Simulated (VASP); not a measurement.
Here is a VASP 6.6.1 calculation.

The input INCAR:

```
SYSTEM = SnTe
  PREC = Accurate
  ENCUT = 520
  EDIFF = 1E-7
  ISMEAR = -1
  SIGMA = 0.05
  LREAL = .FALSE.
  LASPH = .TRUE.
  NELM = 100
  ALGO = Normal
  ISIF = 2
  LWAVE = .FALSE.
  LCHARG = .FALSE.
  GGA = CA
  NBANDS = 17
```

Contents of KPOINTS:

```
regular mesh
0
G
  7 7 7
  0 0 0
```

Contents of POSCAR:

```
SnTe
1.0
    0.0000000000      3.1082657258      3.1082657258
    3.1082657258      0.0000000000      3.1082657258
    3.1082657258      3.1082657258      0.0000000000
Te Sn
1 1
Direct
    0.5000000000      0.5000000000      0.5000000000
    0.0000000000      0.0000000000      0.0000000000
```

Potentials or basis: VASP PAW LDA potentials, release 64 (Te, Sn_d).

Command:

```bash
$ cat potpaw_LDA.64/Te/POTCAR potpaw_LDA.64/Sn_d/POTCAR > POTCAR
$ mpirun -np 1 vasp_std > vasp.out
```

(1) Estimate the pressure.

## Answers

(1) 0.4 GPa.
